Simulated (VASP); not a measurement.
A run of VASP 6.6.1 is set up as follows.

File POSCAR:

```
MnO
1.0
    0.0000000000      2.2089816980      2.2089816980
    2.2089816980      0.0000000000      2.2089816980
    2.2089816980      2.2089816980      0.0000000000
Mn O
1 1
Direct
    0.0000000000      0.0000000000      0.0000000000
    0.5000000000      0.5000000000      0.5000000000
```

Contents of INCAR.step1:

```
  PREC = Accurate
  ENCUT = 520
  EDIFF = 1E-5
  ISMEAR = -1
  SIGMA = 0.05
  LREAL = F
  LASPH = T
  NELM = 150
  ALGO = Normal
  ISIF = 2
  LWAVE = T
  LCHARG = F
  ISPIN = 2
  MAGMOM = 4 0
  LORBIT = 11
  LMAXMIX = 4
  NBANDS = 20
  GGA = PE
```

Contents of INCAR.step2:

```
  PREC = Accurate
  ENCUT = 520
  EDIFF = 1E-6
  ISMEAR = -1
  SIGMA = 0.05
  LREAL = F
  LASPH = T
  NELM = 150
  ALGO = Normal
  ISIF = 2
  LWAVE = F
  LCHARG = F
  ISPIN = 2
  MAGMOM = 4 0
  LORBIT = 11
  LMAXMIX = 4
  GGA = B3
  LHFCALC = T
  AEXX = 0.2
  AGGAX = 0.72
  AGGAC = 0.81
  ALDAC = 0.19
  PRECFOCK = Normal
  NBANDS = 20
  ISTART = 1
```

KPOINTS

```
Automatic mesh
0
Gamma
  5 5 5
```

Potentials or basis: VASP PAW PBE potentials, release 64 (Mn_pv, O).

Command:

```console
$ cat potpaw_PBE.64/Mn_pv/POTCAR potpaw_PBE.64/O/POTCAR > POTCAR
$ cp INCAR.step1 INCAR
$ mpirun -np 1 vasp_std > vasp.out
$ cp INCAR.step2 INCAR
$ mpirun -np 1 vasp_std > vasp.out
```

Q: Predict the net moment.

A: 5.00 μB per cell.

Q: Predict the band gap on the k mesh.

A: 2.14 eV (least direct gap 4.27 eV).

Q: Estimate the site moments.

A: Mn +4.55; O +0.24 μB.

Caveat: the k points lie up to 0.49 Å⁻¹ apart; an odd mesh through Γ misses points on the zone boundary, where band edges can lie; a cell with one magnetic atom can't hold antiferromagnetic order, which such compounds often take.
